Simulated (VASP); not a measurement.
Wanted: the native input for a VASP 6.6.1 run.

| Quantity | Value |
| --- | --- |
| Task | single point |
| Functional | PBE |
| Potentials or basis | VASP PAW PBE potentials, release 64 (Ti_sv, B) |
| Cutoff | 520 eV |
| k mesh | 15 × 15 × 14 |
| Occupations | gaussian, width 0.1 eV |
| Spin | no spin polarisation |
| Dipole correction | no |
| Further INCAR settings | ALGO = Normal; EDIFF = 1e-07; NBANDS = 16 |

The structure of TiB2 lies in POSCAR:

```
TiB2
1.0
    2.9210877666      0.0000000000      0.0000000000
   -1.4605438833      2.5297362126      0.0000000000
    0.0000000000      0.0000000000      3.0563041277
Ti B
1 2
Direct
    0.0000000000      0.0000000000      0.0000000000
    0.3333333333      0.6666666667      0.5000000000
    0.6666666667      0.3333333333      0.5000000000
```

This cell differs from its parent crystal: volume scaled by 0.88, then relaxed in part.

These files were run (other wordings do the same):

INCAR

```
SYSTEM = TiB2
ALGO = Normal
EDIFF = 1E-7
ENCUT = 520
GGA = PE
ISIF = 2
ISMEAR = 0
LASPH = .True.
LCHARG = .True.
LELF = .True.
LREAL = .False.
LVHAR = .True.
LWAVE = .False.
NBANDS = 16
NELM = 100
PREC = Accurate
SIGMA = 0.1
```

KPOINTS

```
k-points
0
Gamma
  15 15 14
  0 0 0
```

Potentials or basis: VASP PAW PBE potentials, release 64 (Ti_sv, B).

The run is started by

```bash
$ cat potpaw_PBE.64/Ti_sv/POTCAR potpaw_PBE.64/B/POTCAR > POTCAR
$ mpirun -np 1 vasp_std > vasp.out
```

It gave:

The pressure is 41.3 GPa and the band gap on the k mesh is zero (band 9 reaches 11.85 eV, above the bottom of band 10 at 11.12 eV).

Run time: 44 s on 1 thread of AMD EPYC 9R45 96-Core Processor (Zen 5), with other jobs on the host, peak memory 0.17 GiB.
